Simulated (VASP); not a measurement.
**Nb: single point with PBE**

The system is Nb.

```
Nb
1.0
    -1.65060    1.65060    1.65060
     1.65060   -1.65060    1.65060
     1.65060    1.65060   -1.65060
Nb
1
Direct
  0.00000 0.00000 0.00000
```

- Program: VASP 6.6.1
- Task: single point
- Functional: PBE
- Potentials or basis: VASP PAW PBE potentials, release 64 (Nb_sv)
- Cutoff: 500 eV
- k mesh: 11 × 11 × 11
- Occupations: fermi-dirac, width 0.003 eV
- Spin: no spin polarisation

```json
{
 "Pressure": "2.2 GPa"
}
```

Levels at points of the mesh, in eV from the Fermi level:
| k point | band 3 | band 4 | band 5 | band 6 | band 7 | band 8 | band 9 | band 10 |
| --- | --- | --- | --- | --- | --- | --- | --- | --- |
| (0.00, 0.00, 0.00) | -29.60 | -29.60 | -5.86 | 0.44 | 0.44 | 0.44 | 3.36 | 3.36 |

It took 14 s on 1 thread of Intel Xeon 8259CL (shared host), peak memory 0.14 GiB.
